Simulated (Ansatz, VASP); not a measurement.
GePt in VASP and in Ansatz

INCAR

```
  PREC = Accurate
  ENCUT = 600
  EDIFF = 1E-7
  ISMEAR = 0
  SIGMA = 0.1
  LREAL = F
  LASPH = T
  NELM = 60
  ALGO = Normal
  ISIF = 3
  LWAVE = F
  LCHARG = F
  GGA = PE
  IBRION = 2
  NSW = 90
  EDIFFG = -0.04
```

Contents of KPOINTS:

```
regular mesh
0
Gamma
  4 6 4
```

Contents of POSCAR:

```
GePt
1.0
    5.7319998700      0.0000000000      0.0000000000
    0.0000000000      3.7009999800      0.0000000000
    0.0000000000      0.0000000000      6.0879998200
Ge Pt
4 4
Direct
    0.8050000100      0.7500000000      0.5899999700
    0.1949999900      0.2500000000      0.4100000300
    0.6949999900      0.2500000000      0.0899999700
    0.3050000100      0.7500000000      0.9100000300
    0.9900000100      0.7500000000      0.1949999900
    0.0099999900      0.2500000000      0.8050000100
    0.5099999900      0.2500000000      0.6949999900
    0.4900000100      0.7500000000      0.3050000100
```

Input for Ansatz:

```yaml
crystal:
  lattice:
    - [5.73199987, 0.0, 0.0]
    - [0.0, 3.70099998, 0.0]
    - [0.0, 0.0, 6.08799982]
  atoms:
    - { symbol: Ge, position: [0.80500001, 0.75, 0.58999997] }
    - { symbol: Ge, position: [0.19499999, 0.25, 0.41000003] }
    - { symbol: Ge, position: [0.69499999, 0.25, 0.08999997] }
    - { symbol: Ge, position: [0.30500001, 0.75, 0.91000003] }
    - { symbol: Pt, position: [0.99000001, 0.75, 0.19499999] }
    - { symbol: Pt, position: [0.00999999, 0.25, 0.80500001] }
    - { symbol: Pt, position: [0.50999999, 0.25, 0.69499999] }
    - { symbol: Pt, position: [0.49000001, 0.75, 0.30500001] }
basis:
  ecutwfc: 420
kpoints:
  mp_grid: { grid: [4, 6, 4] }
hamiltonian:
  xc: pbe
scf:
  occupations: { method: gaussian, width: 0.1 }
  lower_state_search: "off"
output:
  forces: true
  stress: true
  eigenvalues: true
relax:
  adjacent_minimum: "off"
  f_tol: 0.04
  max_steps: 70
  cell: { stress_tol: 0.4 }
```

Alike in both runs: task relaxation of cell and atoms; functional PBE; k mesh 4 × 6 × 4; occupations gaussian, width 0.1 eV; no spin polarisation.

|  | VASP | Ansatz |
| --- | --- | --- |
| version | VASP 6.6.1 | Ansatz 0.2.0 |
| potentials or method | VASP PAW PBE potentials, release 64 (Ge_d, Pt), cutoff 600 eV | scalar-relativistic, plane waves, PAW |
| valence electrons in the cell | 96 | 128 |

```csv
,VASP,Ansatz,Ansatz less VASP
"gap on the k mesh at the Fermi level, each at its own relaxed structure (eV)",none,none,-
relaxed volume (Å³/atom),16.85,16.85,0.000
relaxed length of the cell vector where the two differ most in proportion (Å),3.739,3.747,+0.0080
```

A gap of «none» marks a metal or a gap that the smearing closes. VASP's potentials hold 96 valence electrons a cell and Ansatz's 128, so a difference there can come from the potentials and not from the codes.

Neither program's run includes spin-orbit coupling.
